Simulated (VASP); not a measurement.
In3Sb:

```xyz
4
Lattice="4.8370 0.0000 0.0000 0.0000 4.8370 0.0000 0.0000 0.0000 4.8370" Properties=species:S:1:pos:R:3 pbc="T T T"
In    2.4185    2.4185    0.0000
In    2.4185    0.0000    2.4185
In    0.0000    2.4185    2.4185
Sb    0.0000    0.0000    0.0000
```

Base run:

```yaml
Program: VASP 6.6.1
Functional: PBEsol
Potentials_or_basis: VASP PAW PBE potentials, release 64 (In_d, Sb)
Cutoff: 520 eV
k_mesh: 4 × 4 × 4, shifted
Occupations: gaussian, width 0.1 eV
Spin: no spin polarisation
```

Its results: pressure -2.8 GPa.

Q: After a change of settings the same cell gave: pressure 2.3 GPa. Which change was it?
A. k mesh from 4 × 4 × 4, shifted to 8 × 8 × 8, through Γ; further incar settings from ALGO = Normal; EDIFF = 1e-06; NBANDS = 30 to ALGO = Fast; EDIFF = 1e-06; NBANDS = 30
B. k mesh from 4 × 4 × 4, shifted to 5 × 5 × 5, through Γ; occupations from gaussian, width 0.1 eV to gaussian, width 0.05 eV
C. k mesh from 4 × 4 × 4, shifted to 10 × 10 × 10, through Γ; further incar settings from ALGO = Normal; EDIFF = 1e-06; NBANDS = 30 to ALGO = Fast; EDIFF = 1e-07; NBANDS = 30
D. k mesh from 4 × 4 × 4, shifted to 1 × 1 × 1, through Γ

A: D.

Caveats: some runs use coarse meshes; the PAW data sets were made with another functional, which shifts forces and pressure a little.
